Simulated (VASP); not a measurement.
A run of VASP 6.6.1:

File INCAR:

```
ALGO = Normal
EDIFF = 1E-6
ENCUT = 600
GGA_COMPAT = False
ISIF = 2
ISMEAR = 0
LASPH = True
LCHARG = False
LREAL = False
LWAVE = False
NBANDS = 26
NELM = 120
PREC = Accurate
SIGMA = 0.05
```

Contents of KPOINTS:

```
k-points
0
Gamma
  8 8 3
```

Contents of POSCAR:

```
AlN
1.0
   -3.0886152975      0.0000000000      0.0000000000
   -1.5443076488     -2.6748193102      0.0000000000
    0.0000000000      0.0000000000      9.8871685333
Al N
4 4
Direct
    0.3333333333      0.3333333333      0.0007605086
    0.3333333333      0.3333333333      0.5007605086
    0.6666666667      0.6666666667      0.2507605086
    0.6666666667      0.6666666667      0.7507605086
    0.3333333333      0.3333333333      0.1917394914
    0.3333333333      0.3333333333      0.6917394914
    0.6666666667      0.6666666667      0.4417394914
    0.6666666667      0.6666666667      0.9417394914
```

Potentials or basis: VASP PAW LDA potentials, release 64 (Al, N).

Run with:

```sh
$ cat potpaw_LDA.64/Al/POTCAR potpaw_LDA.64/N/POTCAR > POTCAR
$ mpirun -np 1 vasp_std > vasp.out
```

Hardware: 1 thread of Intel(R) Xeon(R) 6975P-C (Granite Rapids) (shared host).

Task: How long does it take, and how much memory?

Result: It took 21 s on 1 thread of Intel(R) Xeon(R) 6975P-C (Granite Rapids), with other jobs on the host, peak memory 0.21 GiB. Counts: scf iterations 12, k points 20.
